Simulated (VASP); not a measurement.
# Sb5O (P6/mmm) in VASP: further runs

Sb5O is run at these levels: PBE; tasks: single point, relaxation of cell and atoms.

Program: VASP 6.6.1. These are calculated values, not measurements. Logs are shortened: lines on timing, memory, paths and dates and some standing lists are left out, and cuts for length are marked.

### 1 The cell of the first run

The structure is hexagonal, space group P6/mmm (No. 191). The conventional cell has a = 6.247 Å, b = 6.247 Å, c = 5.024 Å, α = 90.00°, β = 90.00°, γ = 120.00°. Within 4.1 Å of Sb (site symmetry mmm) lie 8 Sb at 3.09 to 3.12 Å and 4 O at 4.01 Å. Within 4.1 Å of Sb (site symmetry -6m2) lie 9 Sb at 3.09 to 3.61 Å and 3 O at 3.61 Å. Within 4.7 Å of O (site symmetry 6/mmm) lie 18 Sb at 3.61 to 4.01 Å.

The cell was generated, and may not be a known phase.

### 2 Single point, PBE

Input file INCAR:

```
PREC = Accurate
ENCUT = 520
EDIFF = 1E-7
ISMEAR = 0
SIGMA = 0.1
LREAL = False
LASPH = True
NELM = 100
ALGO = Normal
ISIF = 2
LWAVE = False
LCHARG = False
GGA = PE
NBANDS = 24
```

Input file KPOINTS:

```
regular mesh
0
Gamma
  3 3 4
```

Input file POSCAR:

```
Sb5O
1.0
    6.2474672900      0.0000000000      0.0000000000
   -3.1237336400      5.4104653800      0.0000000000
    0.0000000000      0.0000000000      5.0244248900
Sb O
5 1
Direct
    0.5000000000      0.0000000000      0.5000000000
    0.5000000000      0.5000000000      0.5000000000
    0.0000000000      0.5000000000      0.5000000000
    0.3333333300      0.6666666700      0.0000000000
    0.6666666700      0.3333333300      0.0000000000
    0.0000000000      0.0000000000      0.0000000000
```

Potentials or basis: VASP PAW PBE potentials, release 64 (Sb, O).

On the command line:

```bash
$ cat potpaw_PBE.64/Sb/POTCAR potpaw_PBE.64/O/POTCAR > POTCAR
$ mpirun -np 1 vasp_std > vasp.out
```

OUTCAR:

```text
PREC = Accurate
   ENCUT = 520
   EDIFF = 1E-7
   ISMEAR = 0
   LREAL = False
   LASPH = True
   NELM = 100
   ISIF = 2
   GGA = PE

 ion  position               nearest neighbor table
   1  0.500  0.000  0.500-   4 3.09   5 3.09   4 3.09   5 3.09   2 3.12   2 3.12   3 3.12   3 3.12

   2  0.500  0.500  0.500-   4 3.09   5 3.09   4 3.09   5 3.09   1 3.12   1 3.12   3 3.12   3 3.12

   3  0.000  0.500  0.500-   4 3.09   5 3.09   4 3.09   5 3.09   2 3.12   2 3.12   1 3.12   1 3.12

   4  0.333  0.667  0.000-   1 3.09   1 3.09   3 3.09   3 3.09   2 3.09   2 3.09   5 3.61   5 3.61
                             5 3.61
   5  0.667  0.333  0.000-   1 3.09   1 3.09   3 3.09   3 3.09   2 3.09   2 3.09   4 3.61   4 3.61
                             4 3.61
   6  0.000  0.000  0.000-

  LATTYP: Found a hexagonal cell.
 ALAT       =     6.2474672900
 C/A-ratio  =     0.8042338850

  Lattice vectors:

 A1 = (   6.2474672900,   0.0000000000,   0.0000000000)
 A2 = (  -3.1237336400,   5.4104653800,   0.0000000000)
 A3 = (   0.0000000000,   0.0000000000,   5.0244248900)

Analysis of symmetry for initial positions (statically):
=====================================================================
 Subroutine PRICEL returns:
 Original cell was already a primitive cell.

 Routine SETGRP: Setting up the symmetry group for a
 hexagonal supercell.

 Subroutine GETGRP returns: Found 24 space group operations
 (whereof 24 operations were pure point group operations)
 out of a pool of 24 trial point group operations.

The static configuration has the point symmetry D_6h.

Analysis of symmetry for dynamics (positions and initial velocities):
=====================================================================
 Subroutine PRICEL returns:
 Original cell was already a primitive cell.

 Routine SETGRP: Setting up the symmetry group for a
 hexagonal supercell.

 Subroutine GETGRP returns: Found 24 space group operations
 (whereof 24 operations were pure point group operations)
 out of a pool of 24 trial point group operations.

The dynamic configuration has the point symmetry D_6h.

 Subroutine INISYM returns: Found 24 space group operations
 (whereof 24 operations are pure point group operations),
 and found     1 'primitive' translations

----------------------------------------------------------------------------------------

                                     Primitive cell

[... 84 lines left out ...]
   EDIFFG = 0.1E-05   stopping-criterion for IOM
   NSW    =      0    number of steps for IOM
   IBRION =     -1    ionic relax: 0-MD 1-quasi-New 2-CG
   NFREE  =      0    steps in history (QN), initial steepest desc. (CG)
   ISIF   =      2    stress and relaxation
   ISYM   =      2    0-nonsym 1-usesym 2-fastsym
   POTIM  = 0.5000    time-step for ionic-motion
   TEBEG  =    0.0;   TEEND  =   0.0 temperature during run
   PSTRESS=    0.0 pullay stress
   NELECT =      31.0000    total number of electrons
   NUPDOWN=      -1.0000    fix difference up-down
   EMIN   =  10.00;   EMAX   =-10.00  energy-range for DOS
   EFERMI =   0.00;   METHOD = LEGACY
   ISMEAR =     0;   SIGMA  =   0.10  broadening in eV -4-tet -1-fermi 0-gaus
   EFERMI_NEDOS =   21; number of points for ismear=-14 and -15
   IALGO  =     38    algorithm
   IMIX   =      4    mixing-type and parameters
     AMIX     =   0.40;   BMIX     =  1.00
     AMIX_MAG =   1.60;   BMIX_MAG =  1.00
  volume/ion in A,a.u.               =      28.31       191.02
  Fermi-wavevector in a.u.,A,eV,Ry     =   0.928654  1.754901 11.733630  0.862397
  Thomas-Fermi vector in A             =   2.054853
   LORBIT       =      0    0 simple, 1 ext, 2 COOP (PROOUT), +10 PAW based schemes
   GGA     = PE    functional components
   LHFCALC =     F    Hartree Fock is set to
   AEXX    =    0.0000 exact exchange contribution
   IVDW    =     0    specifies the selected vdW correction
   LEPSILON=     F    determine dielectric tensor
   LRPA    =     F    only Hartree local field effects (RPA)
 non-spin polarized calculation
 Gauss-broadening in eV      SIGMA  =   0.10
  energy-cutoff  :      520.00
  volume of cell :      169.83
 maximum number of plane-waves:      4596
 NGX is ok and might be reduce to    48
   NGX = 23   NGY = 23   NGZ = 19

 number of electron      31.0000003 magnetization

 Free energy of the ion-electron system (eV)
  ---------------------------------------------------
  ext. energy  EPLUGINS =         0.00000000
  ---------------------------------------------------
  free energy    TOTEN  =       -21.55292193 eV

  energy without entropy =      -21.52245772  energy(sigma->0) =      -21.53768983

 E-fermi :   5.6964     XC(G=0):  -9.2438

 val. band max:        5.6864323723   @ k =   0.3333   0.3333   0.0000
 cond. band min:       5.7757923867   @ k =   0.3333  -0.0000   0.0000
 fundamental gap:      0.0893600145
 Fermi energy:         5.6963570862

 k-point     1 :       0.0000    0.0000    0.0000
  band No.  band energies     occupation
      1      -9.2318      2.00000
      2      -7.1972      2.00000
      3      -3.7094      2.00000
      4      -2.7699      2.00000
      5      -2.7699      2.00000
      6      -1.7174      2.00000
[... 232 lines left out ...]
     23       8.3786      0.00000
     24       9.1353      0.00000

------------------------ aborting loop because EDIFF is reached ----------------------------------------

  FORCE on cell =-STRESS in cart. coord.  units (eV):
  Direction    XX          YY          ZZ          XY          YZ          ZX
  --------------------------------------------------------------------------------------
  -------------------------------------------------------------------------------------
  Total       -3.1342518     -3.1342518     10.5750994     -0.0000000     -0.0000000      0.0000000
  in kB      -29.5678331    -29.5678331     99.7631303     -0.0000000     -0.0000000      0.0000000
  external PRESSURE =      13.5424880 kB  Pullay stress =       0.0000000 kB

 VOLUME and BASIS-vectors are now :
 -----------------------------------------------------------------------------
  energy-cutoff  :      520.00
  volume of cell :      169.83
      direct lattice vectors                 reciprocal lattice vectors
     6.247467290  0.000000000  0.000000000     0.160064864  0.092413492  0.000000000
    -3.123733640  5.410465380  0.000000000     0.000000000  0.184826984  0.000000000
     0.000000000  0.000000000  5.024424890     0.000000000  0.000000000  0.199027754

 POSITION                                       TOTAL-FORCE (eV/Angst)
 -----------------------------------------------------------------------------------
      3.12373      0.00000      2.51221        -0.000000      0.000000     -0.000000
      1.56187      2.70523      2.51221        -0.000000      0.000000     -0.000000
     -1.56187      2.70523      2.51221        -0.000000      0.000000     -0.000000
     -0.00000      3.60698      0.00000         0.000000      0.000000     -0.000000
      3.12373      1.80349      0.00000        -0.000000     -0.000000      0.000000
      0.00000      0.00000      0.00000        -0.000000      0.000000     -0.000000
 -----------------------------------------------------------------------------------
    total drift:                               -0.000000     -0.000000     -0.000000

  FREE ENERGIE OF THE ION-ELECTRON SYSTEM (eV)
  ---------------------------------------------------
  free  energy   TOTEN  =       -21.5529219343 eV

  energy  without entropy=      -21.5224577169  energy(sigma->0) =      -21.53768983
```

stdout:

```text
POSCAR found type information on POSCAR SbO
 POSCAR found :  2 types and       6 ions
 scaLAPACK will be used
 LDA part: xc-table for (Slater+PW92), standard interpolation
 POSCAR, INCAR and KPOINTS ok, starting setup
 FFT: planning ... GRIDC
 FFT: planning ... GRID_SOFT
 FFT: planning ... GRID
 WAVECAR not read
 entering main loop
```

It took 2.4 min on 1 thread of Oxide Virtual Turin-like, shared host; peak memory 0.26 GiB.

Results:

```
Free energy            : -21.5529 eV
Pressure               : 1.4 GPa
Band gap on the k mesh : zero (an odd number of electrons rules out a gap without spin polarisation)
```

Levels at points of the mesh, in eV from the Fermi level:
```csv
k point,band 13,band 14,band 15,band 16,band 17,band 18
"(0.00, 0.00, 0.00)",-0.81,-0.61,-0.61,-0.36,-0.36,-0.20
"(0.00, 0.00, 0.50)",-1.27,-0.45,0.99,1.01,1.07,1.07
```

Caveat: the k points lie up to 0.39 Å⁻¹ apart, too coarse for converged energies and pressures of a metal; spin-orbit coupling is left out, which moves the levels of the heavy elements; an odd number of electrons without spin polarisation forces a metal; a magnetic or distorted state may lie lower.

### 3 Single point, PBE

This run uses another cell than the first one, of 28.24 Å³/atom.

Input file INCAR:

```
SYSTEM = Sb5O
  PREC = Accurate
  ENCUT = 520
  EDIFF = 1E-6
  ISMEAR = 0
  SIGMA = 0.1
  LREAL = .FALSE.
  LASPH = .TRUE.
  NELM = 100
  ALGO = Fast
  ISIF = 2
  LWAVE = .FALSE.
  LCHARG = .FALSE.
  GGA = PE
  NBANDS = 24
```

Input file KPOINTS:

```
Automatic mesh
0
G
  6 6 8
  0 0 0
```

Input file POSCAR:

```
Sb5O
1.0
    5.8842874452     -0.0000000027      0.0000000000
   -2.9421437203      5.0959424121      0.0000000000
    0.0000000000      0.0000000000      5.6508292649
Sb O
5 1
Direct
    0.5000000000      0.0000000000      0.5000000000
    0.5000000000      0.5000000000      0.5000000000
    0.0000000000      0.5000000000      0.5000000000
    0.3333333333      0.6666666667      0.0000000000
    0.6666666667      0.3333333333      0.0000000000
    0.0000000000      0.0000000000      0.0000000000
```

Potentials or basis: VASP PAW PBE potentials, release 64 (Sb, O).

On the command line:

```bash
$ cat potpaw_PBE.64/Sb/POTCAR potpaw_PBE.64/O/POTCAR > POTCAR
$ mpirun -np 1 vasp_std > vasp.out
```

OUTCAR:

```text
SYSTEM = Sb5O
   PREC = Accurate
   ENCUT = 520
   EDIFF = 1E-6
   ISMEAR = 0
   LREAL = .FALSE.
   LASPH = .TRUE.
   NELM = 100
   ISIF = 2
   GGA = PE

 ion  position               nearest neighbor table
   1  0.500  0.000  0.500-   3 2.94   3 2.94   2 2.94   2 2.94   4 3.30   5 3.30   4 3.30   5 3.30

   2  0.500  0.500  0.500-   3 2.94   3 2.94   1 2.94   1 2.94   4 3.30   5 3.30   4 3.30   5 3.30

   3  0.000  0.500  0.500-   2 2.94   2 2.94   1 2.94   1 2.94   4 3.30   5 3.30   4 3.30   5 3.30

   4  0.333  0.667  0.000-   3 3.30   3 3.30   1 3.30   1 3.30   2 3.30   2 3.30   5 3.40   5 3.40
                             5 3.40
   5  0.667  0.333  0.000-   3 3.30   3 3.30   1 3.30   1 3.30   2 3.30   2 3.30   4 3.40   4 3.40
                             4 3.40
   6  0.000  0.000  0.000-

  LATTYP: Found a hexagonal cell.
 ALAT       =     5.8842874452
 C/A-ratio  =     0.9603251570

  Lattice vectors:

 A1 = (   5.8842874452,  -0.0000000027,   0.0000000000)
 A2 = (  -2.9421437203,   5.0959424121,   0.0000000000)
 A3 = (   0.0000000000,   0.0000000000,   5.6508292649)

Analysis of symmetry for initial positions (statically):
[... 180 lines left out ...]

  energy without entropy =      -21.97642937  energy(sigma->0) =      -21.98911008

 E-fermi :   5.7579     XC(G=0):  -9.2912

 val. band max:        5.7382157084   @ k =   0.1667   0.1667   0.5000
 cond. band min:       5.7630068104   @ k =   0.3333   0.3333   0.5000
 fundamental gap:      0.0247911020
 Fermi energy:         5.7578827785

 k-point     1 :       0.0000    0.0000    0.0000
  band No.  band energies     occupation
      1      -9.3469      2.00000
      2      -6.9838      2.00000
      3      -3.0662      2.00000
      4      -2.8188      2.00000
      5      -1.9426      2.00000
      6      -1.9426      2.00000
[... 637 lines left out ...]
     23       8.3694      0.00000
     24      11.2017      0.00000

 [... further k-points ...]
[... 5 lines left out ...]
  --------------------------------------------------------------------------------------
  -------------------------------------------------------------------------------------
  Total       -0.0513964     -0.0513964     -0.1250693      0.0000000      0.0000000      0.0000000
  in kB       -0.4859739     -0.4859739     -1.1825810      0.0000000      0.0000000      0.0000000
  external PRESSURE =      -0.7181763 kB  Pullay stress =       0.0000000 kB

 VOLUME and BASIS-vectors are now :
 -----------------------------------------------------------------------------
  energy-cutoff  :      520.00
  volume of cell :      169.45
      direct lattice vectors                 reciprocal lattice vectors
     5.884287445 -0.000000003  0.000000000     0.169944111  0.098117278  0.000000000
    -2.942143720  5.095942412  0.000000000     0.000000000  0.196234557  0.000000000
     0.000000000  0.000000000  5.650829265     0.000000000  0.000000000  0.176965177

 POSITION                                       TOTAL-FORCE (eV/Angst)
 -----------------------------------------------------------------------------------
      2.94214     -0.00000      2.82541         0.000000      0.000000      0.000000
      1.47107      2.54797      2.82541         0.000000      0.000000      0.000000
     -1.47107      2.54797      2.82541         0.000000      0.000000      0.000000
      0.00000      3.39729      0.00000        -0.000000      0.000000      0.000000
      2.94214      1.69865      0.00000         0.000000     -0.000000      0.000000
      0.00000      0.00000      0.00000         0.000000      0.000000      0.000000
 -----------------------------------------------------------------------------------
    total drift:                               -0.000000     -0.000000      0.000000

  FREE ENERGIE OF THE ION-ELECTRON SYSTEM (eV)
  ---------------------------------------------------
  free  energy   TOTEN  =       -22.0017907981 eV

  energy  without entropy=      -21.9764293687  energy(sigma->0) =      -21.98911008
```

OSZICAR:

```text
N       E                     dE             d eps       ncg     rms          rms(c)
DAV:   1     0.155588497883E+03    0.15559E+03   -0.10133E+04  1680   0.101E+03
[... 16 lines left out ...]
RMM:  18    -0.220025356958E+02   -0.50170E-03   -0.23096E-03  1873   0.189E-01    0.327E-01
RMM:  19    -0.220025020967E+02    0.33599E-04   -0.22390E-04  1849   0.828E-02    0.313E-01
RMM:  20    -0.220021017673E+02    0.40033E-03   -0.15567E-04  1795   0.635E-02    0.220E-01
RMM:  21    -0.220018563425E+02    0.24542E-03   -0.83650E-05  1837   0.341E-02    0.122E-01
RMM:  22    -0.220017810500E+02    0.75293E-04   -0.69956E-05  1899   0.292E-02    0.328E-02
RMM:  23    -0.220017911627E+02   -0.10113E-04   -0.51095E-06  1476   0.136E-02    0.226E-02
RMM:  24    -0.220017907981E+02    0.36458E-06   -0.62223E-06  1396   0.922E-03
   1 F= -.22001791E+02 E0= -.21989110E+02  d E =-.253614E-01
```

stdout:

```text
POSCAR found type information on POSCAR SbO
 POSCAR found :  2 types and       6 ions
 scaLAPACK will be used
 LDA part: xc-table for (Slater+PW92), standard interpolation
 POSCAR, INCAR and KPOINTS ok, starting setup
 FFT: planning ... GRIDC
 FFT: planning ... GRID_SOFT
 FFT: planning ... GRID
 WAVECAR not read
 entering main loop
```

Wall time 8 min (1 thread of Oxide Virtual Turin-like, shared host); peak memory 0.32 GiB.

What came out:

```
Free energy            : -22.0018 eV
Pressure               : -0.1 GPa
Band gap on the k mesh : zero (an odd number of electrons rules out a gap without spin polarisation)
```

Caveat: spin-orbit coupling is left out, which moves the levels of the heavy elements; an odd number of electrons without spin polarisation forces a metal; a magnetic or distorted state may lie lower.

### 4 Relaxation of cell and atoms, PBE

Input file INCAR:

```
SYSTEM = Sb5O
PREC = Accurate
ENCUT = 600
EDIFF = 1E-7
ISMEAR = 0
SIGMA = 0.1
LREAL = .FALSE.
LASPH = .TRUE.
NELM = 60
ALGO = Fast
ISIF = 3
LWAVE = .FALSE.
LCHARG = .FALSE.
GGA = PE
IBRION = 2
NSW = 100
EDIFFG = -0.01
```

KPOINTS is that of step 3.

Input file POSCAR:

```
Sb5O
1.0
    6.2474672900      0.0000000000      0.0000000000
   -3.1237336400      5.4104653800      0.0000000000
    0.0000000000      0.0000000000      5.0244248900
Sb O
5 1
Direct
    0.5000000000      0.0000000000      0.5000000000
    0.5000000000      0.5000000000      0.5000000000
    0.0000000000      0.5000000000      0.5000000000
    0.3333333300      0.6666666700      0.0000000000
    0.6666666700      0.3333333300      0.0000000000
    0.0000000000      0.0000000000      0.0000000000
```

On the command line:

```bash
$ cat potpaw_PBE.64/Sb/POTCAR potpaw_PBE.64/O/POTCAR > POTCAR
$ mpirun -np 1 vasp_std > vasp.out
```

Run time: 38 min. Hardware: 1 thread of Oxide Virtual Turin-like, shared host; peak memory 0.37 GiB.

It converged, with:

```yaml
Free_energy: -22.0026 eV
Relaxed_volume: 28.20 Å³/atom
Relaxed_cell: a = 5.884 Å, b = 5.884 Å, c = 5.643 Å, α = 90.00°, β = 90.00°, γ = 120.00°
Space_group_after_relaxing_to_0.1_Å: P6/mmm (No. 191)
Energy_gained_by_relaxing: 71.1 meV/atom
Ionic_steps: 11
Pressure_after_relaxing: 0.0 GPa
Band_gap_on_the_k_mesh: zero (an odd number of electrons rules out a gap without spin polarisation)
```

Step by step:
```csv
step,energy change (eV),largest force (eV/Å),pressure (GPa),volume (Å³)
1,0.0000,0.0000,1.58,169.83
2,-0.1950,0.0000,-1.17,176.63
3,-0.2156,0.0000,-2.03,179.43
4,-0.3831,0.0000,-0.86,172.82
5,-0.4242,0.0000,0.11,168.88
6,-0.4251,0.0000,0.37,167.98
7,-0.4252,0.0000,0.30,168.22
8,-0.4266,0.0000,-0.02,169.22
9,-0.4267,0.0000,0.05,169.00
10,-0.4267,0.0000,0.05,169.01
11,-0.4267,0.0000,-0.01,169.19
```

Final structure:
```
Sb O
1.0
     5.88414    0.00000    0.00000
    -2.94207    5.09581    0.00000
     0.00000    0.00000    5.64275
Sb O
5 1
Direct
  0.50000 0.00000 0.50000
  0.50000 0.50000 0.50000
  0.00000 0.50000 0.50000
  0.33333 0.66667 0.00000
  0.66667 0.33333 0.00000
  0.00000 0.00000 0.00000
```

Levels at points of the mesh, in eV from the Fermi level:
| k point | band 13 | band 14 | band 15 | band 16 | band 17 | band 18 | band 19 |
| --- | --- | --- | --- | --- | --- | --- | --- |
| (0.00, 0.00, 0.00) | -1.29 | -0.92 | -0.92 | -0.32 | -0.32 | -0.31 | 2.28 |
| (0.50, 0.00, 0.00) | -0.54 | -0.48 | -0.46 | -0.33 | -0.29 | 0.40 | 0.60 |
| (0.00, 0.00, 0.50) | -1.46 | -1.14 | -0.79 | -0.27 | 1.69 | 1.75 | 1.75 |
| (0.50, 0.00, 0.50) | -0.53 | -0.40 | -0.10 | 0.26 | 0.34 | 0.52 | 1.01 |

Caveat: spin-orbit coupling is left out, which moves the levels of the heavy elements; an odd number of electrons without spin polarisation forces a metal; a magnetic or distorted state may lie lower.

### 5 Summary

```csv
task,cell,k mesh,cutoff (eV),gap on the mesh (eV),pressure (GPa)
single point,"a = 6.247, b = 6.247, c = 5.024 Å, angles 90.0, 90.0, 120.0°, 6 atoms",3 × 3 × 4,520,none,1.4
single point,"a = 5.884, b = 5.884, c = 5.651 Å, angles 90.0, 90.0, 120.0°, 6 atoms",6 × 6 × 8,520,none,-0.1
relaxation of cell and atoms,"relaxed from a = 6.247, b = 6.247, c = 5.024 Å, angles 90.0, 90.0, 120.0°, 6 atoms",6 × 6 × 8,600,none,0.0
```

Alike in all rows: level PBE; potentials or basis VASP PAW PBE potentials, release 64 (Sb, O); no spin polarisation; smearing gaussian 0.1 eV.

Caveats: some runs use coarse meshes; spin-orbit coupling is left out, which moves the levels of the heavy elements; an odd number of electrons without spin polarisation forces a metal; a magnetic or distorted state may lie lower.

Absolute energies hang on the potentials; compare differences alone.

The gap in the log of VASP goes by the Fermi energy; the results here count the filled bands.